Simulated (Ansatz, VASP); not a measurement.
# One calculation of RbBr, two programs

POSCAR

```
RbBr
1.0
    4.2005781372      0.0000000000      0.0000000000
    0.0000000000      4.2005781372      0.0000000000
    0.0000000000      0.0000000000      4.2005781372
Rb Br
1 1
Direct
    0.0000000000      0.0000000000      0.0000000000
    0.5000000000      0.5000000000      0.5000000000
```

The input INCAR.step1:

```
PREC = Accurate ; ENCUT = 520
EDIFF = 1E-5 ; ISMEAR = 0
SIGMA = 0.01 ; LREAL = False
LASPH = True ; NELM = 80
ALGO = Normal ; ISIF = 2
LWAVE = True ; LCHARG = False
NBANDS = 15 ; GGA = PE
```

Contents of INCAR.step2:

```
PREC = Accurate ; ENCUT = 520
EDIFF = 1E-6 ; ISMEAR = 0
SIGMA = 0.01 ; LREAL = False
LASPH = True ; NELM = 80
ALGO = Normal ; ISIF = 2
LWAVE = False ; LCHARG = False
GGA = PE ; LHFCALC = True
HFSCREEN = 0.2079 ; PRECFOCK = Normal
NBANDS = 15 ; ISTART = 1
```

Contents of KPOINTS:

```
Automatic mesh
0
Gamma
  4 4 4
```

Input for Ansatz:

```yaml
crystal:
  lattice:
    - [4.2005781372, 0.0, 0.0]
    - [0.0, 4.2005781372, 0.0]
    - [0.0, 0.0, 4.2005781372]
  atoms:
    - { symbol: Rb, position: [0.0, 0.0, 0.0] }
    - { symbol: Br, position: [0.5, 0.5, 0.5] }
kpoints:
  mp_grid: { grid: [4, 4, 4] }
  band_path:
    path:
      - [0.0, 0.0, 0.0]
      - [0.0, 0.5, 0.0]
      - [0.5, 0.5, 0.0]
      - [0.5, 0.5, 0.5]
      - [0.0, 0.5, 0.5]
    npoints: 1
hamiltonian:
  xc: hse06
scf:
  occupations: { method: fixed }
  n_extra_bands: 4
output:
  forces: true
  stress: true
  eigenvalues: true
```

Change from the starting cell: hydrostatic strain +1.8%.

Alike in both runs: task single point; functional HSE06; k mesh 4 × 4 × 4; no spin polarisation.

|  | VASP | Ansatz |
| --- | --- | --- |
| version | VASP 6.6.1 | Ansatz 0.2.0 |
| potentials or method | VASP PAW PBE potentials, release 64 (Rb_sv, Br) | plane waves, PAW |
| plane-wave cutoff (eV) | 520 | 420 |
| occupations | gaussian, width 0.01 eV | fixed |
| valence electrons in the cell | 16 | 16 |

```csv
,VASP,Ansatz,Ansatz less VASP
gap on the k mesh at the Fermi level (eV),5.07,5.07,-0.001
pressure (GPa),-0.3,-0.3,0.00
```

Ansatz's warnings: stress exchange threshold loose, stress scf threshold loose.
